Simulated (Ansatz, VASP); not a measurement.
## HgTe in VASP and in Ansatz

Contents of INCAR:

```
PREC = Accurate ; ENCUT = 500
EDIFF = 1E-6 ; ISMEAR = -1
SIGMA = 0.1 ; LREAL = False
LASPH = True ; NELM = 120
ALGO = Normal ; ISIF = 2
LWAVE = False ; LCHARG = True
GGA = PE ; LELF = True
LVHAR = True ; NBANDS = 16
GGA_COMPAT = False
```

File KPOINTS:

```
Automatic mesh
0
Gamma
  12 12 12
```

POSCAR

```
HgTe
1.0
    0.0000000000      2.9440705050      2.9440705050
    2.9440705050      0.0000000000      2.9440705050
    2.9440705050      2.9440705050      0.0000000000
Hg Te
1 1
Direct
    0.0000000000      0.0000000000      0.0000000000
    0.5000000000      0.5000000000      0.5000000000
```

Input for Ansatz:

```yaml
crystal:
  lattice:
    - [0.0, 2.944070505, 2.944070505]
    - [2.944070505, 0.0, 2.944070505]
    - [2.944070505, 2.944070505, 0.0]
  atoms:
    - { symbol: Hg, position: [0.0, 0.0, 0.0] }
    - { symbol: Te, position: [0.5, 0.5, 0.5] }
kpoints:
  mp_grid: { grid: [12, 12, 12] }
scf:
  occupations: { method: fermi_dirac, width: 0.1 }
hamiltonian:
  xc: pbe
  pseudopotentials: { kind: nc }
output:
  forces: true
  stress: true
  eigenvalues: true
```

Change from the starting cell: volume scaled by 0.88, norm-conserving files.

Alike in both runs: task single point; functional PBE; k mesh 12 × 12 × 12; occupations fermi-dirac, width 0.1 eV; no spin polarisation.

|  | VASP | Ansatz |
| --- | --- | --- |
| version | VASP 6.6.1 | Ansatz 0.2.0 |
| potentials or method | VASP PAW PBE potentials, release 64 (Hg, Te) | norm-conserving pseudopotentials, scalar-relativistic |
| plane-wave cutoff (eV) | 500 | 1120 |
| valence electrons in the cell | 18 | 36 |

```tsv
	VASP	Ansatz	Ansatz less VASP
pressure (GPa)	8.6	8.4	-0.17
```

VASP's potentials hold 18 valence electrons a cell and Ansatz's 36, so a difference there can come from the potentials and not from the codes.

Neither program's run includes spin-orbit coupling.
